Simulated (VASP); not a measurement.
# YbB2 (P6/mmm) in VASP: a series of runs

Runs on YbB2. Level: PBE. Tasks: single point.

Program: VASP 6.6.1. These are calculated values, not measurements. Logs are shortened: lines on timing, memory, paths and dates and some standing lists are left out, and cuts for length are marked.

### Step 1. The cell of the first run

The structure is hexagonal, space group P6/mmm (No. 191). Conventional cell: a = 3.250 Å, b = 3.250 Å, c = 3.732 Å, α = 90.00°, β = 90.00°, γ = 120.00°. Yb (site symmetry 6/mmm) has 12 B at 2.65 Å and 6 Yb at 3.25 Å within 3.5 Å. Within 2.5 Å of B (site symmetry -6m2) lie 3 B at 1.88 Å.

### Step 2. Single point, PBE, collinear spin, ferromagnetic start

The input, INCAR:

```
SYSTEM = YbB2
PREC = Accurate
ENCUT = 520
EDIFF = 1E-6
ISMEAR = -1
SIGMA = 0.05
LREAL = .FALSE.
LASPH = .TRUE.
NELM = 150
ALGO = Normal
ISIF = 2
LWAVE = .FALSE.
LCHARG = .TRUE.
ISPIN = 2
MAGMOM = 1 0 0
LORBIT = 11
LMAXMIX = 6
GGA = PE
LELF = .TRUE.
LVHAR = .TRUE.
NBANDS = 26
```

The input, KPOINTS:

```
regular mesh
0
G
  9 9 7
  0 0 0
```

The input, POSCAR:

```
YbB2
1.0
    3.2503000000      0.0000000000      0.0000000000
   -1.6251500000      2.8148423699      0.0000000000
    0.0000000000      0.0000000000      3.7315000000
Yb B
1 2
Direct
    0.0000000000      0.0000000000      0.0000000000
    0.6666666667      0.3333333333      0.5000000000
    0.3333333333      0.6666666667      0.5000000000
```

Potentials or basis: VASP PAW PBE potentials, release 64 (Yb, B).

On the command line:

```
$ cat potpaw_PBE.64/Yb/POTCAR potpaw_PBE.64/B/POTCAR > POTCAR
$ mpirun -np 1 vasp_std > vasp.out
```

OUTCAR:

```text
SYSTEM = YbB2
   PREC = Accurate
   ENCUT = 520
   EDIFF = 1E-6
   ISMEAR = -1
   LREAL = .FALSE.
   LASPH = .TRUE.
   NELM = 150
   ISIF = 2
   ISPIN = 2
   LORBIT = 11
   GGA = PE

 ion  position               nearest neighbor table
   1  0.000  0.000  0.000-   2 2.65   3 2.65   2 2.65   3 2.65   3 2.65   3 2.65   2 2.65   2 2.65
                             2 2.65   2 2.65   3 2.65   3 2.65
   2  0.667  0.333  0.500-   3 1.88   3 1.88   3 1.88   1 2.65   1 2.65   1 2.65   1 2.65   1 2.65
                             1 2.65
   3  0.333  0.667  0.500-   2 1.88   2 1.88   2 1.88   1 2.65   1 2.65   1 2.65   1 2.65   1 2.65
                             1 2.65

  LATTYP: Found a hexagonal cell.
 ALAT       =     3.2503000000
 C/A-ratio  =     1.1480478725

  Lattice vectors:

 A1 = (   3.2503000000,   0.0000000000,   0.0000000000)
 A2 = (  -1.6251500000,   2.8148423699,   0.0000000000)
 A3 = (   0.0000000000,   0.0000000000,   3.7315000000)

Analysis of symmetry for initial positions (statically):
=====================================================================
 Subroutine PRICEL returns:
 Original cell was already a primitive cell.

 Routine SETGRP: Setting up the symmetry group for a
 hexagonal supercell.

 Subroutine GETGRP returns: Found 24 space group operations
 (whereof 24 operations were pure point group operations)
 out of a pool of 24 trial point group operations.

The static configuration has the point symmetry D_6h.

Analysis of symmetry for dynamics (positions and initial velocities):
=====================================================================
 Subroutine PRICEL returns:
 Original cell was already a primitive cell.

 Routine SETGRP: Setting up the symmetry group for a
 hexagonal supercell.

 Subroutine GETGRP returns: Found 24 space group operations
 (whereof 24 operations were pure point group operations)
 out of a pool of 24 trial point group operations.

The dynamic configuration has the point symmetry D_6h.

Analysis of structural, dynamic, and magnetic symmetry:
=====================================================================
 Subroutine PRICEL returns:
 Original cell was already a primitive cell.

 Routine SETGRP: Setting up the symmetry group for a
 hexagonal supercell.

 Subroutine GETGRP returns: Found 24 space group operations
 (whereof 24 operations were pure point group operations)
 out of a pool of 24 trial point group operations.

The overall configuration has the point symmetry D_6h.

 Subroutine INISYM returns: Found 24 space group operations
 (whereof 24 operations are pure point group operations),
 and found     1 'primitive' translations

----------------------------------------------------------------------------------------

                                     Primitive cell

  volume of cell :      34.1398

  direct lattice vectors                    reciprocal lattice vectors
     3.250300000  0.000000000  0.000000000     0.307663908  0.177629840  0.000000000
    -1.625150000  2.814842370  0.000000000     0.000000000  0.355259680  0.000000000
     0.000000000  0.000000000  3.731500000     0.000000000  0.000000000  0.267988744

  length of vectors
     3.250300000  3.250300000  3.731500000     0.355259680  0.355259680  0.267988744

  position of ions in fractional coordinates (direct lattice)
     0.000000000  0.000000000  0.000000000
     0.666666667  0.333333333  0.500000000
     0.333333333  0.666666667  0.500000000

  ion indices of the primitive-cell ions
   primitive index   ion index
                 1           1
                 2           2
                 3           3

----------------------------------------------------------------------------------------

 KPOINTS: regular mesh

Automatic generation of k-mesh.
 Grid dimensions read from file:
 generate k-points for:    9    9    7

 Generating k-lattice:

  Cartesian coordinates                     Fractional coordinates (reciprocal lattice)
     0.034184879  0.019736649  0.000000000     0.111111111  0.000000000  0.000000000
     0.000000000  0.039473298  0.000000000     0.000000000  0.111111111  0.000000000
     0.000000000  0.000000000  0.038284106     0.000000000  0.000000000  0.142857143

  Length of vectors
     0.039473298  0.039473298  0.038284106

  Shift w.r.t. Gamma in fractional coordinates (k-lattice)
     0.000000000  0.000000000  0.000000000

 Subroutine IBZKPT returns following result:
 ===========================================

 Found     48 irreducible k-points:

 Following reciprocal coordinates:
            Coordinates               Weight
  0.000000  0.000000  0.000000      1.000000
  0.111111  0.000000  0.000000      6.000000
  0.222222  0.000000  0.000000      6.000000
  0.333333  0.000000  0.000000      6.000000
  0.444444  0.000000  0.000000      6.000000
  0.111111  0.111111  0.000000      6.000000
[... 16 lines left out ...]
  0.333333  0.222222  0.142857     24.000000
  0.333333  0.333333  0.142857      4.000000
 [... further k-points ...]
   k-points           NKPTS =     48   k-points in BZ     NKDIM =     48   number of bands    NBANDS=     26
   number of dos      NEDOS =    301   number of ions     NIONS =      3
   total plane-waves  NPLWV =  16128
   dimension x,y,z NGX =    24 NGY =   24 NGZ =   28
   dimension x,y,z NGXF=    48 NGYF=   48 NGZF=   56
   ions per type =               1   2
   NGX,Y,Z   is equivalent  to a cutoff of  12.28, 12.28, 12.47 a.u.
   NGXF,Y,Z  is equivalent  to a cutoff of  24.55, 24.55, 24.95 a.u.
 SYSTEM =  YbB2
   PREC   = accura    normal or accurate (medium, high low for compatibility)
   ISTART =      0    job   : 0-new  1-cont  2-samecut
   ICHARG =      2    charge: 1-file 2-atom 10-const
   ISPIN  =      2    spin polarized calculation?
   LNONCOLLINEAR =      F non collinear calculations
   LSORBIT =      F    spin-orbit coupling
   LASPH  =      T    aspherical Exc in radial PAW
   ENCUT  =  520.0 eV  38.22 Ry    6.18 a.u.   6.04  6.04  6.94*2*pi/ulx,y,z
   NELM   =    150;   NELMIN=  2; NELMDL= -5     # of ELM steps
   EDIFF  = 0.1E-05   stopping-criterion for ELM
   LREAL  =      F    real-space projection
[... 7 lines left out ...]
   TEBEG  =    0.0;   TEEND  =   0.0 temperature during run
   PSTRESS=    0.0 pullay stress
   NELECT =      30.0000    total number of electrons
   NUPDOWN=      -1.0000    fix difference up-down
   EMIN   =  10.00;   EMAX   =-10.00  energy-range for DOS
   EFERMI =   0.00;   METHOD = LEGACY
   ISMEAR =    -1;   SIGMA  =   0.05  broadening in eV -4-tet -1-fermi 0-gaus
   EFERMI_NEDOS =   21; number of points for ismear=-14 and -15
   IALGO  =     38    algorithm
   IMIX   =      4    mixing-type and parameters
     AMIX     =   0.40;   BMIX     =  1.00
     AMIX_MAG =   1.60;   BMIX_MAG =  1.00
  volume/ion in A,a.u.               =      11.38        76.80
  Fermi-wavevector in a.u.,A,eV,Ry     =   1.568056  2.963196 33.454003  2.458800
  Thomas-Fermi vector in A             =   2.670144
   LORBIT       =     11    0 simple, 1 ext, 2 COOP (PROOUT), +10 PAW based schemes
   GGA     = PE    functional components
   LHFCALC =     F    Hartree Fock is set to
   AEXX    =    0.0000 exact exchange contribution
   IVDW    =     0    specifies the selected vdW correction
   LEPSILON=     F    determine dielectric tensor
   LRPA    =     F    only Hartree local field effects (RPA)
 spin polarized calculation
  energy-cutoff  :      520.00
  volume of cell :       34.14
 maximum number of plane-waves:       939
   NGX = 13   NGY = 13   NGZ = 13

 number of electron      30.0000000 magnetization       0.2118269

 number of electron      30.0000000 magnetization      -0.0267155

 Free energy of the ion-electron system (eV)
  ---------------------------------------------------
  ext. energy  EPLUGINS =         0.00000000
  ---------------------------------------------------
  free energy    TOTEN  =       -18.11645637 eV

  energy without entropy =      -18.08585466  energy(sigma->0) =      -18.10115551

 E-fermi :   4.0870     XC(G=0): -12.3092

 val. band max:        4.0786283059   @ k =   0.1111   0.1111   0.0000
 cond. band min:       4.1123230112   @ k =   0.3333   0.2222   0.2857
 fundamental gap:      0.0336947053
 Fermi energy:         4.0869688979

 spin component 1

 k-point     1 :       0.0000    0.0000    0.0000
  band No.  band energies     occupation
      1     -46.7451      1.00000
      2     -18.9533      1.00000
      3     -18.5886      1.00000
      4     -18.5886      1.00000
      5      -7.0211      1.00000
      6       2.6024      1.00000
[... 18 lines left out ...]
     25      14.2730      0.00000
     26      21.1110      0.00000
[... 644 lines left out ...]
      4     -18.7869      1.00000
      5      -2.2425      1.00000
      6      -2.2425      1.00000
[... 18 lines left out ...]
     25      18.8973      0.00000
     26      19.3978      0.00000

 [... further k-points ...]

 spin component 2

 k-point     1 :       0.0000    0.0000    0.0000
  band No.  band energies     occupation
      1     -46.7557      1.00000
      2     -18.9611      1.00000
      3     -18.5952      1.00000
      4     -18.5952      1.00000
      5      -7.0224      1.00000
      6       2.5958      1.00000
[... 18 lines left out ...]
     25      14.2715      0.00000
     26      21.1095      0.00000
[... 644 lines left out ...]
      4     -18.7948      1.00000
      5      -2.2445      1.00000
      6      -2.2445      1.00000
[... 18 lines left out ...]
     25      18.8948      0.00000
     26      19.3963      0.00000

 [... further k-points ...]
[... 5 lines left out ...]
  --------------------------------------------------------------------------------------
  -------------------------------------------------------------------------------------
  Total       -0.1043852     -0.1043852      1.6907068      0.0000000     -0.0000000      0.0000000
  in kB       -4.8987863     -4.8987863     79.3446980      0.0000000     -0.0000000      0.0000000
  external PRESSURE =      23.1823752 kB  Pullay stress =       0.0000000 kB

 VOLUME and BASIS-vectors are now :
 -----------------------------------------------------------------------------
  energy-cutoff  :      520.00
  volume of cell :       34.14
      direct lattice vectors                 reciprocal lattice vectors
     3.250300000  0.000000000  0.000000000     0.307663908  0.177629840  0.000000000
    -1.625150000  2.814842370  0.000000000     0.000000000  0.355259680  0.000000000
     0.000000000  0.000000000  3.731500000     0.000000000  0.000000000  0.267988744

 POSITION                                       TOTAL-FORCE (eV/Angst)
 -----------------------------------------------------------------------------------
      0.00000      0.00000      0.00000        -0.000000      0.000000      0.000000
      1.62515      0.93828      1.86575         0.000000     -0.000000      0.000000
     -0.00000      1.87656      1.86575        -0.000000      0.000000      0.000000
 -----------------------------------------------------------------------------------
    total drift:                               -0.000000      0.000000     -0.000000

  FREE ENERGIE OF THE ION-ELECTRON SYSTEM (eV)
  ---------------------------------------------------
  free  energy   TOTEN  =       -18.1164563653 eV

  energy  without entropy=      -18.0858546583  energy(sigma->0) =      -18.10115551

 total charge

# of ion       s       p       d       f       tot
--------------------------------------------------
    1        2.167   6.178   0.660  13.369  22.375
    2        0.669   1.158   0.000   0.000   1.827
    3        0.669   1.158   0.000   0.000   1.827
--------------------------------------------------
tot          3.506   8.494   0.660  13.369  26.028

 magnetization (x)

# of ion       s       p       d       f       tot
--------------------------------------------------
    1        0.000   0.000   0.000  -0.024  -0.023
    2       -0.000  -0.001   0.000   0.000  -0.001
    3       -0.000  -0.001   0.000   0.000  -0.001
--------------------------------------------------
tot         -0.000  -0.001   0.000  -0.024  -0.025
```

It took 7.4 min on 1 thread of Intel Xeon Platinum 8259CL at 2.50GHz (Skylake/Cascade Lake), shared host; peak memory 0.22 GiB.

What came out:

* Free energy: -18.1165 eV
* Pressure: 2.3 GPa
* Band gap on the k mesh: zero (filled and empty bands overlap)
* Net moment: -0.03 μB per cell
* Site moments: Yb -0.02; B -0.00 μB
* Valence electrons inside the program's atomic spheres: Yb 22.38; B 1.83

Caveat: the stress differs along the axes, from -0 to 8 GPa; spin-orbit coupling is left out, which moves the levels of the heavy elements.

### Step 3. Single point, PBE, collinear spin, zero start

INCAR, as its differences from that of step 2:

```diff
@@ -14,4 +14,5 @@
 ISPIN = 2
-MAGMOM = 1 0 0
+MAGMOM = 0 0 0
 LORBIT = 11
+NUPDOWN = 0.0
 LMAXMIX = 6
```

The input, KPOINTS:

```
regular mesh
0
G
  8 8 6
  0 0 0
```

POSCAR is that of step 2.

Potentials or basis: VASP PAW PBE potentials, release 64 (Yb, B).

On the command line:

```
$ cat potpaw_PBE.64/Yb/POTCAR potpaw_PBE.64/B/POTCAR > POTCAR
$ mpirun -np 1 vasp_std > vasp.out
```

OUTCAR:

```text
SYSTEM = YbB2
   PREC = Accurate
   ENCUT = 520
   EDIFF = 1E-6
   ISMEAR = -1
   LREAL = .FALSE.
   LASPH = .TRUE.
   NELM = 150
   ISIF = 2
   ISPIN = 2
   LORBIT = 11
   NUPDOWN = 0.0
   GGA = PE

 ion  position               nearest neighbor table
   1  0.000  0.000  0.000-   2 2.65   3 2.65   2 2.65   3 2.65   3 2.65   3 2.65   2 2.65   2 2.65
                             2 2.65   2 2.65   3 2.65   3 2.65
   2  0.667  0.333  0.500-   3 1.88   3 1.88   3 1.88   1 2.65   1 2.65   1 2.65   1 2.65   1 2.65
[... 1624 lines left out ...]
  energy-cutoff  :      520.00
  volume of cell :       34.14
      direct lattice vectors                 reciprocal lattice vectors
     3.250300000  0.000000000  0.000000000     0.307663908  0.177629840  0.000000000
    -1.625150000  2.814842370  0.000000000     0.000000000  0.355259680  0.000000000
     0.000000000  0.000000000  3.731500000     0.000000000  0.000000000  0.267988744

 POSITION                                       TOTAL-FORCE (eV/Angst)
 -----------------------------------------------------------------------------------
      0.00000      0.00000      0.00000         0.000000      0.000000      0.000000
      1.62515      0.93828      1.86575         0.000000      0.000000      0.000000
     -0.00000      1.87656      1.86575        -0.000000      0.000000     -0.000000
 -----------------------------------------------------------------------------------
    total drift:                               -0.000000      0.000000     -0.000000

  FREE ENERGIE OF THE ION-ELECTRON SYSTEM (eV)
  ---------------------------------------------------
  free  energy   TOTEN  =       -18.1153610739 eV

  energy  without entropy=      -18.0847787744  energy(sigma->0) =      -18.10006992

 total charge

# of ion       s       p       d       f       tot
--------------------------------------------------
    1        2.167   6.179   0.661  13.367  22.374
    2        0.669   1.158   0.000   0.000   1.827
    3        0.669   1.158   0.000   0.000   1.827
--------------------------------------------------
tot          3.505   8.494   0.661  13.367  26.027

 magnetization (x)

# of ion       s       p       d       f       tot
--------------------------------------------------
    1       -0.000   0.000   0.000  -0.000   0.000
    2        0.000  -0.000   0.000   0.000   0.000
    3        0.000  -0.000   0.000   0.000   0.000
--------------------------------------------------
tot          0.000   0.000   0.000  -0.000   0.000
```

Run time: 74 s. Hardware: 1 thread of Intel Xeon 6975P-C (Granite Rapids), shared host; peak memory 0.21 GiB.

Results:

| Quantity | Value |
| --- | --- |
| Free energy | -18.1154 eV |
| Pressure | 2.9 GPa |
| Net moment | 0.00 μB per cell |
| Valence electrons inside the program's atomic spheres | Yb 22.37; B 1.83 |

Caveat: the stress differs along the axes, from 0 to 9 GPa; spin-orbit coupling is left out, which moves the levels of the heavy elements; the total moment is fixed, so each spin has its own Fermi level.

### Step 4. Single point, PBE, collinear spin, ferromagnetic start

The input, INCAR:

```
PREC = Accurate
ENCUT = 520
EDIFF = 1E-6
ISMEAR = -1
SIGMA = 0.05
LREAL = F
LASPH = T
NELM = 150
ALGO = Normal
ISIF = 2
LWAVE = F
LCHARG = T
ISPIN = 2
MAGMOM = 0.2 0 0
LORBIT = 11
NUPDOWN = 0.2
LMAXMIX = 6
GGA = PE
LELF = T
LVHAR = T
NBANDS = 26
```

The input, KPOINTS:

```
regular mesh
0
Gamma
  8 8 6
```

POSCAR is that of step 3.

On the command line:

```
$ cat potpaw_PBE.64/Yb/POTCAR potpaw_PBE.64/B/POTCAR > POTCAR
$ mpirun -np 1 vasp_std > vasp.out
```

Run time: 63 s. Hardware: 1 thread of Intel Xeon 6975P-C (Granite Rapids), shared host; peak memory 0.2 GiB.

Results (log left out):

```yaml
Free_energy: -18.1147 eV
Pressure: 3.4 GPa
Net_moment: 0.20 μB per cell
Site_moments: Yb +0.18; B +0.01 μB
Valence_electrons_inside_the_program's_atomic_spheres: Yb 22.37; B 1.83
```

Stress tensor (GPa, compression positive):
```
0.53 0.00 0.00
0.00 0.53 0.00
0.00 0.00 9.00
```

Caveat: the stress differs along the axes, from 1 to 9 GPa; spin-orbit coupling is left out, which moves the levels of the heavy elements; the total moment is fixed, so each spin has its own Fermi level and the state may be an excited one. The state reached can hang on the start; a lower one may exist.

### Step 5. Single point, PBE, collinear spin, ferromagnetic start

INCAR, as its differences from that of step 4:

```diff
@@ -13,5 +13,5 @@
 ISPIN = 2
-MAGMOM = 0.2 0 0
+MAGMOM = 0.5 0 0
 LORBIT = 11
-NUPDOWN = 0.2
+NUPDOWN = 0.5
 LMAXMIX = 6
```

KPOINTS is that of step 4.

POSCAR is that of step 4.

On the command line:

```
$ cat potpaw_PBE.64/Yb/POTCAR potpaw_PBE.64/B/POTCAR > POTCAR
$ mpirun -np 1 vasp_std > vasp.out
```

Run time: 66 s. Hardware: 1 thread of Intel Xeon 6975P-C (Granite Rapids), shared host; peak memory 0.21 GiB.

Results (log left out):

```yaml
Free_energy: -18.1004 eV
Pressure: 3.6 GPa
Net_moment: 0.50 μB per cell
Site_moments: Yb +0.39; B +0.03 μB
Valence_electrons_inside_the_program's_atomic_spheres: Yb 22.36; B 1.83
```

Stress tensor (GPa, compression positive):
```
0.85 0.00 0.00
0.00 0.85 0.00
0.00 0.00 8.96
```

Caveat: the stress differs along the axes, from 1 to 9 GPa; spin-orbit coupling is left out, which moves the levels of the heavy elements; the total moment is fixed, so each spin has its own Fermi level and the state may be an excited one. The state reached can hang on the start; a lower one may exist.

### Step 6. Overview

| spin | fixed moment (μB) | k mesh | pressure (GPa) | moment (μB) |
| --- | --- | --- | --- | --- |
| collinear, ferromagnetic start | - | 9 × 9 × 7 | 2.3 | 0.03 |
| collinear, zero start | 0.0 | 8 × 8 × 6 | 2.9 | 0.00 |
| collinear, ferromagnetic start | 0.2 | 8 × 8 × 6 | 3.4 | 0.20 |
| collinear, ferromagnetic start | 0.5 | 8 × 8 × 6 | 3.6 | 0.50 |

Alike in all rows: task single point; level PBE; potentials or basis VASP PAW PBE potentials, release 64 (Yb, B); cell as given; cutoff (eV) 520; smearing fermi-dirac 0.05 eV.

Caveats: spin-orbit coupling is left out, which moves the levels of the heavy elements; the stress differs along the axes, from 1 to 9 GPa (at least some runs); the total moment is fixed, so each spin has its own Fermi level and the state may be an excited one (at least some runs); the stress differs along the axes, from -0 to 8 GPa (at least some runs); the stress differs along the axes, from 0 to 9 GPa (at least some runs); the total moment is fixed, so each spin has its own Fermi level (at least some runs).

Absolute energies hang on the potentials; compare differences alone.

The gap in the log of VASP goes by the Fermi energy; the results here count the filled bands.